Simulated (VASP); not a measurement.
# BP (F-43m) in VASP: a series of runs

BP is run at these levels: r2SCAN; tasks: phonons.

All numbers are computed with VASP 6.6.1; they aren't measurements. Logs are shortened: lines on timing, memory, paths and dates and some standing lists are left out, and cuts for length are marked.

### Step 1. The cell of the first run

The structure is cubic, space group F-43m (No. 216). The conventional cell has a = 4.422 Å, b = 4.422 Å, c = 4.422 Å, α = 90.00°, β = 90.00°, γ = 90.00°. B (site symmetry -43m) has 4 P at 1.91 Å within 2.5 Å. P (site symmetry -43m) has 4 B at 1.91 Å within 2.5 Å.

### Step 2. Phonons, r2SCAN

INCAR reads:

```
SYSTEM = BP
PREC = Accurate ; ENCUT = 520
EDIFF = 1E-8 ; ISMEAR = 0
SIGMA = 0.01 ; LREAL = .FALSE.
LASPH = .TRUE. ; NELM = 60
ALGO = Normal ; ISIF = 2
LWAVE = .FALSE. ; LCHARG = .FALSE.
METAGGA = R2SCAN ; LMIXTAU = .TRUE.
IBRION = 6 ; NFREE = 2
POTIM = 0.015 ; NSW = 1
```

KPOINTS reads:

```
Automatic mesh
0
G
  8 8 8
  0 0 0
```

POSCAR reads:

```
BP
1.0
    2.2110775713      2.2110775713      0.0000000000
   -2.2110775713      2.2110775713      0.0000000000
    0.0000000000      2.2110775713      2.2110775713
B P
1 1
Direct
    0.0000000000      0.0000000000      0.0000000000
    0.7500000000      0.2500000000      0.5000000000
```

Potentials or basis: VASP PAW PBE potentials, release 64 (B, P).

Command:

```bash
> cat potpaw_PBE.64/B/POTCAR potpaw_PBE.64/P/POTCAR > POTCAR
> mpirun -np 1 vasp_std > vasp.out
```

OUTCAR:

```text
SYSTEM = BP
   PREC = Accurate
   ENCUT = 520
   EDIFF = 1E-8
   ISMEAR = 0
   LREAL = .FALSE.
   LASPH = .TRUE.
   NELM = 60
   ISIF = 2
   METAGGA = R2SCAN
   IBRION = 6
   NFREE = 2
   POTIM = 0.015
   NSW = 1

 ion  position               nearest neighbor table
   1  0.000  0.000  0.000-   2 1.91   2 1.91   2 1.91   2 1.91
   2  0.750  0.250  0.500-   1 1.91   1 1.91   1 1.91   1 1.91

  LATTYP: Found a face centered cubic cell.
 ALAT       =     4.4221551426

  Lattice vectors:

 A1 = (   0.0000000000,   2.2110775713,   2.2110775713)
 A2 = (   2.2110775713,   0.0000000000,   2.2110775713)
 A3 = (   2.2110775713,   2.2110775713,   0.0000000000)

Analysis of symmetry for initial positions (statically):
=====================================================================
 Subroutine PRICEL returns:
 Original cell was already a primitive cell.

 Routine SETGRP: Setting up the symmetry group for a
 face centered cubic supercell.

 Subroutine GETGRP returns: Found 24 space group operations
 (whereof 24 operations were pure point group operations)
 out of a pool of 48 trial point group operations.

The static configuration has the point symmetry T_d .

Analysis of symmetry for dynamics (positions and initial velocities):
=====================================================================
 Subroutine PRICEL returns:
 Original cell was already a primitive cell.

 Routine SETGRP: Setting up the symmetry group for a
 face centered cubic supercell.

 Subroutine GETGRP returns: Found 24 space group operations
 (whereof 24 operations were pure point group operations)
 out of a pool of 48 trial point group operations.

The dynamic configuration has the point symmetry T_d .

 Subroutine INISYM returns: Found 24 space group operations
 (whereof 24 operations are pure point group operations),
 and found     1 'primitive' translations

----------------------------------------------------------------------------------------

                                     Primitive cell

  volume of cell :      21.6193

  direct lattice vectors                    reciprocal lattice vectors
     2.211077571  2.211077571  0.000000000     0.226134083  0.226134083 -0.226134083
    -2.211077571  2.211077571  0.000000000    -0.226134083  0.226134083 -0.226134083
     0.000000000  2.211077571  2.211077571     0.000000000  0.000000000  0.452268167

  length of vectors
     3.126935889  3.126935889  3.126935889     0.391675722  0.391675722  0.452268167

  position of ions in fractional coordinates (direct lattice)
     0.000000000  0.000000000  0.000000000
     0.750000000  0.250000000  0.500000000

  ion indices of the primitive-cell ions
   primitive index   ion index
                 1           1
                 2           2

----------------------------------------------------------------------------------------

 KPOINTS: Automatic mesh

Automatic generation of k-mesh.
 Grid dimensions read from file:
 generate k-points for:    8    8    8

 Generating k-lattice:

  Cartesian coordinates                     Fractional coordinates (reciprocal lattice)
     0.028266760  0.028266760 -0.028266760     0.125000000  0.000000000  0.000000000
    -0.028266760  0.028266760 -0.028266760     0.000000000  0.125000000  0.000000000
     0.000000000  0.000000000  0.056533521     0.000000000  0.000000000  0.125000000

  Length of vectors
     0.048959465  0.048959465  0.056533521

  Shift w.r.t. Gamma in fractional coordinates (k-lattice)
[... 55 lines left out ...]
   NSW    =     61    number of steps for IOM
   IBRION =      6    ionic relax: 0-MD 1-quasi-New 2-CG
   NFREE  =      2    steps in history (QN), initial steepest desc. (CG)
   ISIF   =      2    stress and relaxation
   ISYM   =      2    0-nonsym 1-usesym 2-fastsym
   POTIM  = 0.0150    time-step for ionic-motion
   TEBEG  =    0.0;   TEEND  =   0.0 temperature during run
   PSTRESS=    0.0 pullay stress
   NELECT =       8.0000    total number of electrons
   NUPDOWN=      -1.0000    fix difference up-down
   EMIN   =  10.00;   EMAX   =-10.00  energy-range for DOS
   EFERMI =   0.00;   METHOD = LEGACY
   ISMEAR =     0;   SIGMA  =   0.01  broadening in eV -4-tet -1-fermi 0-gaus
   EFERMI_NEDOS =   21; number of points for ismear=-14 and -15
   IALGO  =     38    algorithm
   IMIX   =      4    mixing-type and parameters
     AMIX     =   0.40;   BMIX     =  1.00
     AMIX_MAG =   1.60;   BMIX_MAG =  1.00
  volume/ion in A,a.u.               =      10.81        72.95
  Fermi-wavevector in a.u.,A,eV,Ry     =   1.175324  2.221040 18.794897  1.381386
  Thomas-Fermi vector in A             =   2.311706
   LORBIT       =      0    0 simple, 1 ext, 2 COOP (PROOUT), +10 PAW based schemes
   METAGGA = R2SCAN    functional components
   LHFCALC =     F    Hartree Fock is set to
   AEXX    =    0.0000 exact exchange contribution
   IVDW    =     0    specifies the selected vdW correction
   LEPSILON=     F    determine dielectric tensor
   LRPA    =     F    only Hartree local field effects (RPA)
 finite differences with symmetry
 non-spin polarized calculation
 Gauss-broadening in eV      SIGMA  =   0.01
  energy-cutoff  :      520.00
  volume of cell :       21.62
 maximum number of plane-waves:       604
   NGX = 11   NGY = 11   NGZ = 11

--------------------------------------- Ionic step        1  -------------------------------------------

 number of electron       8.0000000 magnetization

 Free energy of the ion-electron system (eV)
  ---------------------------------------------------
  ext. energy  EPLUGINS =         0.00000000
  ---------------------------------------------------
  free energy    TOTEN  =       -17.23838346 eV

  energy without entropy =      -17.23838346  energy(sigma->0) =      -17.23838346

------------------------ aborting loop because EDIFF is reached ----------------------------------------

  FORCE on cell =-STRESS in cart. coord.  units (eV):
  Direction    XX          YY          ZZ          XY          YZ          ZX
  --------------------------------------------------------------------------------------
  -------------------------------------------------------------------------------------
  Total        1.9423631      1.9423631      1.9423631      0.0000000      0.0000000      0.0000000
  in kB      143.9458259    143.9458259    143.9458259      0.0000000      0.0000000      0.0000000
  external PRESSURE =     143.9458259 kB  Pullay stress =       0.0000000 kB
[... 131 lines left out ...]
--------------------------------------- Ionic step        5  -------------------------------------------

 number of electron       8.0000000 magnetization

 Free energy of the ion-electron system (eV)
  ---------------------------------------------------
  ext. energy  EPLUGINS =         0.00000000
  ---------------------------------------------------
  free energy    TOTEN  =       -17.23580243 eV

  energy without entropy =      -17.23580243  energy(sigma->0) =      -17.23580243

 E-fermi :   8.5747     XC(G=0): -11.8556

 val. band max:        8.4667598267   @ k =   0.0000   0.0000   0.0000
 cond. band min:       9.7135851640   @ k =   0.5000   0.5000   0.0000
 fundamental gap:      1.2468253373
 Fermi energy:         8.5746884148

 k-point     1 :       0.0000    0.0000    0.0000
  band No.  band energies     occupation
      1      -8.6552      2.00000
      2       8.2091      2.00000
      3       8.3392      2.00000
      4       8.4668      2.00000
      5      12.0266      0.00000
      6      12.1078      0.00000
      7      12.1920      0.00000
      8      17.6195      0.00000
[... 243 lines left out ...]
 k-point    24 :       0.5000    0.2500    0.1250
  band No.  band energies     occupation
      1      -4.0805      2.00000
      2      -1.1199      2.00000
      3       3.3102      2.00000
      4       4.8601      2.00000
      5      12.9390      0.00000
      6      14.1725      0.00000
      7      17.7514      0.00000
      8      19.3372      0.00000

 [... further k-points ...]

------------------------ aborting loop because EDIFF is reached ----------------------------------------

  FORCE on cell =-STRESS in cart. coord.  units (eV):
  Direction    XX          YY          ZZ          XY          YZ          ZX
  --------------------------------------------------------------------------------------
  -------------------------------------------------------------------------------------
  Total        1.9421335      1.9474386      1.9474386      0.0000000     -0.1556711     -0.0000000
  in kB      143.9288117    144.3219604    144.3219604      0.0000000    -11.5365693     -0.0000000
  external PRESSURE =     144.1909108 kB  Pullay stress =       0.0000000 kB
[... 17 lines left out ...]
  FREE ENERGIE OF THE ION-ELECTRON SYSTEM (eV)
  ---------------------------------------------------
  free  energy   TOTEN  =       -17.2358024337 eV

  energy  without entropy=      -17.2358024337  energy(sigma->0) =      -17.23580243

 INTERNAL STRAIN TENSORS FROM DISPLACED ATOMS
 ============================================

 INTERNAL STRAIN TENSOR FOR ION    1 for displacements in x,y,z  (eV/Angst):
          X           Y           Z          XY          YZ          ZX
  --------------------------------------------------------------------------------
  x     0.00000    -0.00000    -0.00000    -0.00000   -10.36995     0.00000
  y    -0.00000    -0.00000    -0.00000     0.00000    -0.00000   -10.36995
  z    -0.00000    -0.00000     0.00000   -10.36995     0.00000     0.00000

 INTERNAL STRAIN TENSOR FOR ION    2 for displacements in x,y,z  (eV/Angst):
          X           Y           Z          XY          YZ          ZX
  --------------------------------------------------------------------------------
  x     0.00000     0.00000     0.00000     0.00000    10.38701    -0.00000
  y    -0.00000    -0.00000    -0.00000     0.00000     0.00000    10.38701
  z     0.00000     0.00000     0.00000    10.38701    -0.00000    -0.00000

 Eigenvectors and eigenvalues of the dynamical matrix
 ----------------------------------------------------

   1 f  =   26.448944 THz   166.183617 2PiTHz  882.241811 cm-1   109.383994 meV
             X         Y         Z           dx          dy          dz
      0.000000  0.000000  0.000000    -0.860962    0.000000    0.000000
      1.105539  3.316616  1.105539     0.508669    0.000000    0.000000
[... 21 lines left out ...]
   6 f/i=    0.000438 THz     0.002754 2PiTHz    0.014619 cm-1     0.001813 meV
             X         Y         Z           dx          dy          dz
      0.000000  0.000000  0.000000     0.000000    0.000000   -0.508669
      1.105539  3.316616  1.105539     0.000000    0.000000   -0.860962

 ELASTIC MODULI CONTR FROM IONIC RELAXATION (kBar)
 Direction    XX          YY          ZZ          XY          YZ          ZX
 --------------------------------------------------------------------------------
 XX          -0.0000     -0.0000     -0.0000     -0.0000     -0.0000      0.0000
 YY          -0.0000     -0.0000     -0.0000     -0.0000     -0.0000      0.0000
 ZZ          -0.0000     -0.0000     -0.0000     -0.0000     -0.0000      0.0000
 XY          -0.0000     -0.0000     -0.0000   -347.9928     -0.0000      0.0000
 YZ          -0.0000     -0.0000     -0.0000     -0.0000   -347.9928     -0.0000
 ZX           0.0000      0.0000      0.0000      0.0000     -0.0000   -347.9928
 --------------------------------------------------------------------------------
```

Run time: 85 s. Hardware: 1 thread of Intel Xeon 6975P-C (Granite Rapids), shared host; peak memory 0.15 GiB.

What came out:

```yaml
Highest_phonon_frequency_at_Γ_LO-TO_splitting_left_out: 882 cm⁻¹
```

Phonon frequencies in cm⁻¹ (negative: imaginary):
| q point | frequencies |
| --- | --- |
| (0.000, 0.000, 0.000) | 0 0 0 882 882 882 |

Caveat: the cell stands under pressure or tension, which shifts response properties; the PAW data sets were made with another functional, which shifts forces and pressure a little.

### Step 3. Phonons, r2SCAN

This run uses another cell than the first one, of 11.06 Å³/atom.

INCAR reads:

```
SYSTEM = BP
PREC = Accurate ; ENCUT = 520
EDIFF = 1E-8 ; ISMEAR = 0
SIGMA = 0.01 ; LREAL = .FALSE.
LASPH = .TRUE. ; NELM = 80
ALGO = Normal ; ISIF = 2
LWAVE = .FALSE. ; LCHARG = .FALSE.
METAGGA = R2SCAN ; LMIXTAU = .TRUE.
NBANDS = 11 ; IBRION = 6
NFREE = 2 ; POTIM = 0.015
NSW = 1
```

KPOINTS is that of step 2.

POSCAR reads:

```
BP
1.0
    2.2283485099      2.2283485099      0.0000000000
   -2.2283485099      2.2283485099      0.0000000000
    0.0000000000      2.2283485099      2.2283485099
B P
1 1
Direct
    0.0000000000      0.0000000000      0.0000000000
    0.7500000000      0.2500000000      0.5000000000
```

Potentials or basis: VASP PAW PBE potentials, release 64 (B, P).

Command:

```bash
> cat potpaw_PBE.64/B/POTCAR potpaw_PBE.64/P/POTCAR > POTCAR
> mpirun -np 1 vasp_std > vasp.out
```

OUTCAR:

```text
SYSTEM = BP
   PREC = Accurate
   ENCUT = 520
   EDIFF = 1E-8
   ISMEAR = 0
   LREAL = .FALSE.
   LASPH = .TRUE.
   NELM = 80
   ISIF = 2
   METAGGA = R2SCAN
   IBRION = 6
   NFREE = 2
   POTIM = 0.015
   NSW = 1

 ion  position               nearest neighbor table
   1  0.000  0.000  0.000-   2 1.93   2 1.93   2 1.93   2 1.93
   2  0.750  0.250  0.500-   1 1.93   1 1.93   1 1.93   1 1.93

  LATTYP: Found a face centered cubic cell.
 ALAT       =     4.4566970198

  Lattice vectors:

 A1 = (   0.0000000000,   2.2283485099,   2.2283485099)
 A2 = (   2.2283485099,   0.0000000000,   2.2283485099)
 A3 = (   2.2283485099,   2.2283485099,   0.0000000000)

Analysis of symmetry for initial positions (statically):
=====================================================================
 Subroutine PRICEL returns:
[... 677 lines left out ...]
  Total        1.3013254      1.3061119      1.3061119      0.0000000     -0.1385526     -0.0000000
  in kB       94.2143686     94.5609095     94.5609095      0.0000000    -10.0310373     -0.0000000
  external PRESSURE =      94.4453959 kB  Pullay stress =       0.0000000 kB
[... 17 lines left out ...]
  FREE ENERGIE OF THE ION-ELECTRON SYSTEM (eV)
  ---------------------------------------------------
  free  energy   TOTEN  =       -17.2740454397 eV

  energy  without entropy=      -17.2740454397  energy(sigma->0) =      -17.27404544

 INTERNAL STRAIN TENSORS FROM DISPLACED ATOMS
 ============================================

 INTERNAL STRAIN TENSOR FOR ION    1 for displacements in x,y,z  (eV/Angst):
          X           Y           Z          XY          YZ          ZX
  --------------------------------------------------------------------------------
  x     0.00000     0.00000     0.00000    -0.00000    -9.22573     0.00000
  y     0.00000    -0.00000     0.00000     0.00000    -0.00000    -9.22573
  z     0.00000     0.00000     0.00000    -9.22573     0.00000     0.00000

 INTERNAL STRAIN TENSOR FOR ION    2 for displacements in x,y,z  (eV/Angst):
          X           Y           Z          XY          YZ          ZX
  --------------------------------------------------------------------------------
  x     0.00000    -0.00000    -0.00000     0.00000     9.24146    -0.00000
  y     0.00000     0.00000     0.00000    -0.00000     0.00000     9.24146
  z    -0.00000    -0.00000     0.00000     9.24146    -0.00000     0.00000

 Eigenvectors and eigenvalues of the dynamical matrix
 ----------------------------------------------------

   1 f  =   25.849588 THz   162.417750 2PiTHz  862.249434 cm-1   106.905257 meV
             X         Y         Z           dx          dy          dz
      0.000000  0.000000  0.000000     0.000000    0.860958   -0.000000
      1.114174  3.342523  1.114174     0.000000   -0.508676    0.000000
[... 21 lines left out ...]
   6 f/i=    0.000655 THz     0.004117 2PiTHz    0.021856 cm-1     0.002710 meV
             X         Y         Z           dx          dy          dz
      0.000000  0.000000  0.000000     0.477196   -0.176168    0.000000
      1.114174  3.342523  1.114174     0.807677   -0.298172    0.000000

 ELASTIC MODULI CONTR FROM IONIC RELAXATION (kBar)
 Direction    XX          YY          ZZ          XY          YZ          ZX
 --------------------------------------------------------------------------------
 XX          -0.0000     -0.0000      0.0000      0.0000     -0.0000     -0.0000
 YY          -0.0000     -0.0000     -0.0000      0.0000      0.0000     -0.0000
 ZZ           0.0000     -0.0000     -0.0000     -0.0000      0.0000     -0.0000
 XY           0.0000      0.0000     -0.0000   -281.7165      0.0000      0.0000
 YZ          -0.0000      0.0000      0.0000      0.0000   -281.7165      0.0000
 ZX          -0.0000     -0.0000     -0.0000      0.0000      0.0000   -281.7165
 --------------------------------------------------------------------------------
```

OSZICAR:

```text
N       E                     dE             d eps       ncg     rms          rms(c)
DAV:   1     0.323418674608E+01    0.32342E+01   -0.42581E+03   638   0.677E+02
DAV:   2    -0.186359716631E+02   -0.21870E+02   -0.20800E+02   842   0.113E+02
DAV:   3    -0.192237030033E+02   -0.58773E+00   -0.58654E+00   818   0.160E+01
DAV:   4    -0.192255556865E+02   -0.18527E-02   -0.18525E-02   734   0.102E+00
[... 59 lines left out ...]
DAV:   6    -0.172740434730E+02    0.19317E-05   -0.22153E-06  2360   0.124E-02    0.284E-03
DAV:   7    -0.172740451689E+02   -0.16959E-05   -0.45076E-06  2210   0.156E-02    0.327E-03
DAV:   8    -0.172740454116E+02   -0.24278E-06   -0.25991E-07  2342   0.418E-03    0.351E-03
DAV:   9    -0.172740454374E+02   -0.25728E-07   -0.13118E-08  2354   0.101E-03    0.167E-03
DAV:  10    -0.172740454397E+02   -0.23124E-08   -0.46751E-08  2255   0.167E-03
   5 F= -.17274045E+02 E0= -.17274045E+02  d E =-.350296-104
```

Wall time 1.8 min (1 thread of Intel Xeon 6975P-C (Granite Rapids), shared host); peak memory 0.16 GiB.

Results:

| Item | Value |
| --- | --- |
| Highest phonon frequency at Γ, LO-TO splitting left out | 862 cm⁻¹ |

Phonon frequencies in cm⁻¹ (negative: imaginary):
| q point | frequencies |
| --- | --- |
| (0.000, 0.000, 0.000) | 0 0 0 862 862 862 |

Caveat: the cell stands under pressure or tension, which shifts response properties; the PAW data sets were made with another functional, which shifts forces and pressure a little.
